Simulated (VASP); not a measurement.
# Ru in VASP: a series of runs

Ru is run at these levels: PBE, PBE+D3(BJ); tasks: single point.

Everything below comes from runs of VASP 6.6.1. Logs are shortened: lines on timing, memory, paths and dates and some standing lists are left out, and cuts for length are marked.

## Step 1: The cell of the first run

It takes space group P6_3/mmc (No. 194, hexagonal). The conventional cell has a = 2.706 Å, b = 2.706 Å, c = 4.282 Å, α = 90.00°, β = 90.00°, γ = 120.00°. Within 3.5 Å of Ru (site symmetry -6m2) lie 12 Ru at 2.65 to 2.71 Å.

## Step 2: Single point, PBE

INCAR

```
PREC = Accurate
ENCUT = 520
EDIFF = 1E-6
ISMEAR = -1
SIGMA = 0.03
LREAL = F
LASPH = T
NELM = 100
ALGO = Normal
ISIF = 2
LWAVE = F
LCHARG = F
GGA = PE
NBANDS = 21
```

KPOINTS

```
Automatic mesh
0
Gamma
  14 14 8
```

POSCAR

```
Ru
1.0
    2.7057993342      0.0000000000      0.0000000000
   -1.3528996671      2.3432909610      0.0000000000
    0.0000000000      0.0000000000      4.2819000000
Ru
2
Direct
    0.3333333333      0.6666666667      0.2500000000
    0.6666666667      0.3333333333      0.7500000000
```

Potentials or basis: VASP PAW PBE potentials, release 64 (Ru_pv).

Launch:

```
$ cat potpaw_PBE.64/Ru_pv/POTCAR > POTCAR
$ mpirun -np 1 vasp_std > vasp.out
```

OUTCAR:

```text
PREC = Accurate
   ENCUT = 520
   EDIFF = 1E-6
   ISMEAR = -1
   LREAL = F
   LASPH = T
   NELM = 100
   ISIF = 2
   GGA = PE

 ion  position               nearest neighbor table
   1  0.333  0.667  0.250-   2 2.65   2 2.65   2 2.65   2 2.65   2 2.65   2 2.65
   2  0.667  0.333  0.750-   1 2.65   1 2.65   1 2.65   1 2.65   1 2.65   1 2.65

  LATTYP: Found a hexagonal cell.
 ALAT       =     2.7057993342
 C/A-ratio  =     1.5824898565

  Lattice vectors:

 A1 = (   2.7057993342,   0.0000000000,   0.0000000000)
 A2 = (  -1.3528996671,   2.3432909610,   0.0000000000)
 A3 = (   0.0000000000,   0.0000000000,   4.2819000000)

Analysis of symmetry for initial positions (statically):
=====================================================================
 Subroutine PRICEL returns:
 Original cell was already a primitive cell.

 Routine SETGRP: Setting up the symmetry group for a
 hexagonal supercell.

 Subroutine GETGRP returns: Found 24 space group operations
 (whereof 12 operations were pure point group operations)
 out of a pool of 24 trial point group operations.

The static configuration has the point symmetry D_3d.
 The point group associated with its full space group is D_6h.

Analysis of symmetry for dynamics (positions and initial velocities):
=====================================================================
 Subroutine PRICEL returns:
 Original cell was already a primitive cell.

 Routine SETGRP: Setting up the symmetry group for a
 hexagonal supercell.

 Subroutine GETGRP returns: Found 24 space group operations
 (whereof 12 operations were pure point group operations)
 out of a pool of 24 trial point group operations.

The dynamic configuration has the point symmetry D_3d.
 The point group associated with its full space group is D_6h.

 Subroutine INISYM returns: Found 24 space group operations
 (whereof 12 operations are pure point group operations),
 and found     1 'primitive' translations

----------------------------------------------------------------------------------------

                                     Primitive cell

  volume of cell :      27.1493

  direct lattice vectors                    reciprocal lattice vectors
     2.705799334  0.000000000  0.000000000     0.369576556  0.213375124  0.000000000
    -1.352899667  2.343290961  0.000000000     0.000000000  0.426750249  0.000000000
     0.000000000  0.000000000  4.281900000     0.000000000  0.000000000  0.233541185

  length of vectors
     2.705799334  2.705799334  4.281900000     0.426750249  0.426750249  0.233541185

  position of ions in fractional coordinates (direct lattice)
     0.333333333  0.666666667  0.250000000
     0.666666667  0.333333333  0.750000000

  ion indices of the primitive-cell ions
   primitive index   ion index
                 1           1
                 2           2

----------------------------------------------------------------------------------------

 KPOINTS: Automatic mesh

Automatic generation of k-mesh.
 Grid dimensions read from file:
 generate k-points for:   14   14    8

 Generating k-lattice:

  Cartesian coordinates                     Fractional coordinates (reciprocal lattice)
     0.026398325  0.015241080  0.000000000     0.071428571  0.000000000  0.000000000
     0.000000000  0.030482161  0.000000000     0.000000000  0.071428571  0.000000000
     0.000000000  0.000000000  0.029192648     0.000000000  0.000000000  0.125000000

  Length of vectors
     0.030482161  0.030482161  0.029192648

  Shift w.r.t. Gamma in fractional coordinates (k-lattice)
     0.000000000  0.000000000  0.000000000

 Subroutine IBZKPT returns following result:
 ===========================================

 Found    120 irreducible k-points:

 Following reciprocal coordinates:
            Coordinates               Weight
  0.000000  0.000000  0.000000      1.000000
  0.071429 -0.000000  0.000000      6.000000
  0.142857  0.000000  0.000000      6.000000
  0.214286 -0.000000  0.000000      6.000000
  0.285714  0.000000  0.000000      6.000000
  0.357143 -0.000000  0.000000      6.000000
[... 16 lines left out ...]
  0.285714  0.285714  0.000000      6.000000
  0.357143  0.285714  0.000000      6.000000
 [... further k-points ...]
   k-points           NKPTS =    120   k-points in BZ     NKDIM =    120   number of bands    NBANDS=     21
   number of dos      NEDOS =    301   number of ions     NIONS =      2
   total plane-waves  NPLWV =  12800
   dimension x,y,z NGX =    20 NGY =   20 NGZ =   32
   dimension x,y,z NGXF=    40 NGYF=   40 NGZF=   64
   ions per type =               2
   NGX,Y,Z   is equivalent  to a cutoff of  12.29, 12.29, 12.42 a.u.
   NGXF,Y,Z  is equivalent  to a cutoff of  24.58, 24.58, 24.85 a.u.
 SYSTEM =  unknown system
   PREC   = accura    normal or accurate (medium, high low for compatibility)
   ISTART =      0    job   : 0-new  1-cont  2-samecut
   ICHARG =      2    charge: 1-file 2-atom 10-const
   ISPIN  =      1    spin polarized calculation?
   LNONCOLLINEAR =      F non collinear calculations
   LSORBIT =      F    spin-orbit coupling
   LASPH  =      T    aspherical Exc in radial PAW
   ENCUT  =  520.0 eV  38.22 Ry    6.18 a.u.   5.03  5.03  7.96*2*pi/ulx,y,z
   NELM   =    100;   NELMIN=  2; NELMDL= -5     # of ELM steps
   EDIFF  = 0.1E-05   stopping-criterion for ELM
   LREAL  =      F    real-space projection
   EDIFFG = 0.1E-04   stopping-criterion for IOM
   NSW    =      0    number of steps for IOM
   IBRION =     -1    ionic relax: 0-MD 1-quasi-New 2-CG
   NFREE  =      0    steps in history (QN), initial steepest desc. (CG)
   ISIF   =      2    stress and relaxation
   ISYM   =      2    0-nonsym 1-usesym 2-fastsym
   POTIM  = 0.5000    time-step for ionic-motion
   TEBEG  =    0.0;   TEEND  =   0.0 temperature during run
   PSTRESS=    0.0 pullay stress
   NELECT =      28.0000    total number of electrons
   NUPDOWN=      -1.0000    fix difference up-down
   EMIN   =  10.00;   EMAX   =-10.00  energy-range for DOS
   EFERMI =   0.00;   METHOD = LEGACY
   ISMEAR =    -1;   SIGMA  =   0.03  broadening in eV -4-tet -1-fermi 0-gaus
   EFERMI_NEDOS =   21; number of points for ismear=-14 and -15
   IALGO  =     38    algorithm
   IMIX   =      4    mixing-type and parameters
     AMIX     =   0.40;   BMIX     =  1.00
     AMIX_MAG =   1.60;   BMIX_MAG =  1.00
  volume/ion in A,a.u.               =      13.57        91.61
  Fermi-wavevector in a.u.,A,eV,Ry     =   1.654022  3.125649 37.222686  2.735790
  Thomas-Fermi vector in A             =   2.742361
   LORBIT       =      0    0 simple, 1 ext, 2 COOP (PROOUT), +10 PAW based schemes
   GGA     = PE    functional components
   LHFCALC =     F    Hartree Fock is set to
   AEXX    =    0.0000 exact exchange contribution
   IVDW    =     0    specifies the selected vdW correction
   LEPSILON=     F    determine dielectric tensor
   LRPA    =     F    only Hartree local field effects (RPA)
 non-spin polarized calculation
  energy-cutoff  :      520.00
  volume of cell :       27.15
 maximum number of plane-waves:       752
 NGX is ok and might be reduce to    20
   NGX =  9   NGY =  9   NGZ = 15

 number of electron      28.0000008 magnetization

 Free energy of the ion-electron system (eV)
  ---------------------------------------------------
  ext. energy  EPLUGINS =         0.00000000
  ---------------------------------------------------
  free energy    TOTEN  =       -18.46010742 eV

  energy without entropy =      -18.45340995  energy(sigma->0) =      -18.45675869

 E-fermi :  12.8285     XC(G=0): -14.1210

 val. band max:       12.8259656224   @ k =   0.0000   0.0000   0.3750
 cond. band min:      12.8386334012   @ k =   0.2857   0.1429   0.0000
 fundamental gap:      0.0126677788
 Fermi energy:        12.8284773220

 k-point     1 :       0.0000    0.0000    0.0000
  band No.  band energies     occupation
      1     -30.8113      2.00000
      2     -29.8715      2.00000
      3     -29.8715      2.00000
      4     -29.7012      2.00000
      5     -29.7012      2.00000
      6     -29.6675      2.00000
[... 13 lines left out ...]
     20      23.2600      0.00000
     21      23.2915      0.00000

 k-point     2 :       0.0714   -0.0000    0.0000
  band No.  band energies     occupation
      1     -30.7939      2.00000
      2     -29.9085      2.00000
      3     -29.8840      2.00000
      4     -29.7399      2.00000
      5     -29.7063      2.00000
      6     -29.6756      2.00000
[... 13 lines left out ...]
     20      23.2600      0.00000
     21      23.2863      0.00000

 k-point     3 :       0.1429    0.0000    0.0000
  band No.  band energies     occupation
      1     -30.7434      2.00000
      2     -30.0122      2.00000
      3     -29.9182      2.00000
      4     -29.8466      2.00000
      5     -29.7212      2.00000
      6     -29.6998      2.00000
[... 13 lines left out ...]
     20      23.2599      0.00000
     21      23.2765      0.00000

 k-point     4 :       0.2143   -0.0000    0.0000
  band No.  band energies     occupation
      1     -30.6649      2.00000
      2     -30.1622      2.00000
      3     -29.9966      2.00000
      4     -29.9658      2.00000
      5     -29.7443      2.00000
      6     -29.7403      2.00000
[... 13 lines left out ...]
     20      23.2599      0.00000
     21      23.2695      0.00000

 k-point     5 :       0.2857    0.0000    0.0000
  band No.  band energies     occupation
      1     -30.5670      2.00000
      2     -30.3286      2.00000
      3     -30.1577      2.00000
      4     -30.0169      2.00000
      5     -29.7960      2.00000
      6     -29.7712      2.00000
[... 13 lines left out ...]
     20      23.2598      0.00000
     21      23.2652      0.00000

 k-point     6 :       0.3571   -0.0000    0.0000
  band No.  band energies     occupation
      1     -30.4782      2.00000
      2     -30.4620      2.00000
      3     -30.2984      2.00000
      4     -30.0616      2.00000
      5     -29.8627      2.00000
      6     -29.7963      2.00000
[... 13 lines left out ...]
     20      23.2556      0.00000
     21      23.2600      0.00000

 k-point     7 :       0.4286   -0.0000    0.0000
  band No.  band energies     occupation
      1     -30.5814      2.00000
      2     -30.3936      2.00000
      3     -30.3703      2.00000
      4     -30.0920      2.00000
      5     -29.9278      2.00000
      6     -29.8140      2.00000
[... 13 lines left out ...]
     20      23.2595      0.00000
     21      23.6729      0.00000
[... 291 lines left out ...]
      1     -30.4316      2.00000
      2     -30.3892      2.00000
      3     -30.3535      2.00000
      4     -30.0790      2.00000
      5     -29.9145      2.00000
      6     -29.8830      2.00000
[... 13 lines left out ...]
     20      23.2718      0.00000
     21      23.5685      0.00000

 k-point    21 :       0.2857    0.2143    0.0000
  band No.  band energies     occupation
      1     -30.4770      2.00000
      2     -30.3704      2.00000
      3     -30.3333      2.00000
      4     -30.1612      2.00000
      5     -29.9738      2.00000
      6     -29.9551      2.00000
[... 13 lines left out ...]
     20      23.2582      0.00000
     21      23.3769      0.00000

 k-point    22 :       0.3571    0.2143    0.0000
  band No.  band energies     occupation
      1     -30.5262      2.00000
      2     -30.3528      2.00000
      3     -30.2548      2.00000
      4     -30.2346      2.00000
      5     -30.0191      2.00000
      6     -30.0051      2.00000
[... 13 lines left out ...]
     20      23.2596      0.00000
     21      23.2613      0.00000

 k-point    23 :       0.2857    0.2857    0.0000
  band No.  band energies     occupation
      1     -30.4874      2.00000
      2     -30.3599      2.00000
      3     -30.2405      2.00000
      4     -30.2344      2.00000
      5     -30.0593      2.00000
      6     -30.0311      2.00000
[... 13 lines left out ...]
     20      23.2597      0.00000
     21      23.2604      0.00000

 k-point    24 :       0.3571    0.2857    0.0000
  band No.  band energies     occupation
      1     -30.4907      2.00000
      2     -30.3082      2.00000
      3     -30.3039      2.00000
      4     -30.1791      2.00000
      5     -30.0951      2.00000
      6     -30.0866      2.00000
[... 13 lines left out ...]
     20      23.2601      0.00000
     21      23.2602      0.00000

 [... further k-points ...]

------------------------ aborting loop because EDIFF is reached ----------------------------------------

  FORCE on cell =-STRESS in cart. coord.  units (eV):
  Direction    XX          YY          ZZ          XY          YZ          ZX
  --------------------------------------------------------------------------------------
  -------------------------------------------------------------------------------------
  Total        0.8492025      0.8492025      0.5733606     -0.0000000      0.0000000      0.0000000
  in kB       50.1145159     50.1145159     33.8360862     -0.0000000      0.0000000      0.0000000
  external PRESSURE =      44.6883726 kB  Pullay stress =       0.0000000 kB

 VOLUME and BASIS-vectors are now :
 -----------------------------------------------------------------------------
  energy-cutoff  :      520.00
  volume of cell :       27.15
      direct lattice vectors                 reciprocal lattice vectors
     2.705799334  0.000000000  0.000000000     0.369576556  0.213375124  0.000000000
    -1.352899667  2.343290961  0.000000000     0.000000000  0.426750249  0.000000000
     0.000000000  0.000000000  4.281900000     0.000000000  0.000000000  0.233541185

 POSITION                                       TOTAL-FORCE (eV/Angst)
 -----------------------------------------------------------------------------------
     -0.00000      1.56219      1.07048        -0.000000      0.000000      0.000000
      1.35290      0.78110      3.21143         0.000000     -0.000000      0.000000
 -----------------------------------------------------------------------------------
    total drift:                               -0.000000      0.000000     -0.000000

  FREE ENERGIE OF THE ION-ELECTRON SYSTEM (eV)
  ---------------------------------------------------
  free  energy   TOTEN  =       -18.4601074236 eV

  energy  without entropy=      -18.4534099526  energy(sigma->0) =      -18.45675869
```

It took 29 s on 1 thread of Intel Xeon Platinum 8488C (Sapphire Rapids), shared host; peak memory 0.17 GiB.

What came out:

```yaml
Free_energy: -18.4601 eV
Pressure: 4.5 GPa
Band_gap_on_the_k_mesh: zero (band 14 reaches 14.47 eV, above the bottom of band 15 at 11.34 eV)
```

Levels at points of the mesh, in eV from the Fermi level:
```tsv
k point	band 11	band 12	band 13	band 14	band 15	band 16	band 17	band 18
(0.00, 0.00, 0.00)	-2.41	-1.90	-1.90	-1.38	-1.38	1.19	1.19	1.31
(0.50, 0.00, 0.00)	-2.06	-1.78	-1.51	1.44	1.86	1.93	4.08	6.14
(0.00, 0.00, 0.50)	-2.74	-2.74	-2.70	-2.70	0.56	0.56	0.56	0.56
(0.50, 0.00, 0.50)	-1.04	-1.04	0.46	0.46	1.70	1.70	3.41	3.41
```

[end of part 1 of 2]
